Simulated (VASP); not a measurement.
Input of a VASP 6.6.1 run:

File INCAR:

```
SYSTEM = K
  PREC = Accurate
  ENCUT = 520
  EDIFF = 1E-7
  ISMEAR = -1
  SIGMA = 0.1
  LREAL = .FALSE.
  LASPH = .TRUE.
  NELM = 100
  ALGO = Normal
  ISIF = 2
  LWAVE = .FALSE.
  LCHARG = .FALSE.
  GGA = PS
  NBANDS = 20
```

The input KPOINTS:

```
Automatic mesh
0
G
  6 6 8
  0 0 0
```

POSCAR

```
K
1.0
    0.0000000000      5.2250028616     -5.2250028616
   -5.2250028616      0.0000000000      5.2250028616
    2.6125014308      2.6125014308      2.6125014308
K
3
Direct
    0.0000000000      0.0000000000      0.0000000000
    0.3333333330      0.6666666670      0.3333333330
    0.6666666670      0.3333333330      0.6666666670
```

Potentials or basis: VASP PAW PBE potentials, release 64 (K_sv).

Run with:

```bash
$ cat potpaw_PBE.64/K_sv/POTCAR > POTCAR
$ mpirun -np 1 vasp_std > vasp.out
```

Problem. Predict the pressure.

Solution. 0.0 GPa.

Caveat: the PAW data sets were made with another functional, which shifts forces and pressure a little.
